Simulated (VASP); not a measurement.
The system is SnN2F2.

```
Sn N F
1.0
     4.39704   -2.64701    0.00000
     4.39704    2.64701    0.00000
    -1.25295    0.00000    3.52112
Sn N F
1 2 2
Direct
  0.00000 0.00000 0.00000
  0.53801 0.53801 0.90607
  0.46199 0.46199 0.09393
  0.82764 0.82764 0.36347
  0.17236 0.17236 0.63653
```

Base run:

| Quantity | Value |
| --- | --- |
| Program | VASP 6.6.1 |
| Functional | LDA |
| Potentials or basis | VASP PAW LDA potentials, release 64 (Sn_d, N, F) |
| Cutoff | 520 eV |
| k mesh | 4 × 4 × 6 |
| Occupations | gaussian, width 0.01 eV |
| Spin | no spin polarisation |

Its results: band gap on the k mesh 0.96 eV; pressure 0.0 GPa; largest force 1.318 eV/Å.

**Question.** The run is repeated on the same cell with these changes: k mesh from 4 × 4 × 6 to 2 × 2 × 2. What comes out?

**Answer.** Band gap on the k mesh 0.93 eV; pressure 0.5 GPa; largest force 1.485 eV/Å.

Caveats: some runs use coarse meshes; the standard files for N, O and F lose accuracy on very short bonds; spin-orbit coupling is left out, which moves the levels of the heavy elements; forces of over 1 eV/Å act on the atoms, so gaps and moduli don't describe the material at rest.

A k mesh can miss the band edges.
